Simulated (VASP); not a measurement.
A run of VASP 6.6.1 is set up as follows.

The input POSCAR:

```
Rh
1.0
    0.0000000000      1.8722002341      1.8722002341
    1.8722002341      0.0000000000      1.8722002341
    1.8722002341      1.8722002341      0.0000000000
Rh
1
Direct
    0.0000000000      0.0000000000      0.0000000000
```

INCAR.step1

```
PREC = Accurate ; ENCUT = 580
ISMEAR = -1 ; SIGMA = 0.05
LREAL = F ; LASPH = T
NELM = 120 ; NBANDS = 14
GGA = PE ; ALGO = Normal
EDIFF = 1E-5 ; LWAVE = T
LCHARG = F ; GGA_COMPAT = F
```

The input INCAR.step2:

```
PREC = Accurate ; ENCUT = 580
EDIFF = 1E-6 ; ISMEAR = -1
SIGMA = 0.05 ; LREAL = F
LASPH = T ; NELM = 120
ALGO = Normal ; ISIF = 2
LWAVE = F ; LCHARG = T
METAGGA = R2SCAN ; LMIXTAU = T
LELF = T ; LVHAR = T
NBANDS = 14 ; ISTART = 1
GGA_COMPAT = F
```

Contents of KPOINTS:

```
regular mesh
0
Gamma
  12 12 12
```

Potentials or basis: VASP PAW PBE potentials, release 64 (Rh_sv_GW).

Run with:

```console
$ cat potpaw_PBE.64/Rh_sv_GW/POTCAR > POTCAR
$ cp INCAR.step1 INCAR
$ mpirun -np 1 vasp_std > vasp.out
$ cp INCAR.step2 INCAR
$ mpirun -np 1 vasp_std > vasp.out
```

(1) What does it give for the pressure?

Answers

(1) 12.2 GPa.

Caveat: the PAW data sets were made with another functional, which shifts forces and pressure a little.
